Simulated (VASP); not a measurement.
A run of VASP 6.6.1 is set up as follows.

File INCAR:

```
PREC     = Accurate       # precision mode
ENCUT    = 520            # plane-wave cutoff, eV
EDIFF    = 1E-6           # SCF threshold, eV
ISMEAR   = -1             # smearing method
SIGMA    = 0.1            # smearing width, eV
LREAL    = False          # projectors in reciprocal space
LASPH    = True           # aspherical terms in the spheres
NELM     = 100            # most SCF steps
ALGO     = Normal         # electronic algorithm
ISIF     = 2              # what is computed and relaxed
LWAVE    = False          # write WAVECAR
LCHARG   = False          # write CHGCAR
GGA      = PE             # functional
NBANDS   = 7              # bands
```

File KPOINTS:

```
Automatic mesh
0
Gamma
  14 14 14
```

The input POSCAR:

```
Mg
1.0
   -1.8131944597      1.8131944597      1.8131944597
    1.8131944597     -1.8131944597      1.8131944597
    1.8131944597      1.8131944597     -1.8131944597
Mg
1
Direct
    0.0000000000      0.0000000000      0.0000000000
```

Potentials or basis: VASP PAW PBE potentials, release 64 (Mg).

Command:

```sh
$ cat potpaw_PBE.64/Mg/POTCAR > POTCAR
$ mpirun -np 1 vasp_std > vasp.out
```

**Question.** Estimate the pressure.

**Answer.** -1.4 GPa.

**Question.** What does it give for the band gap on the k mesh?

**Answer.** Zero (band 1 reaches 6.20 eV, above the bottom of band 2 at 1.53 eV).
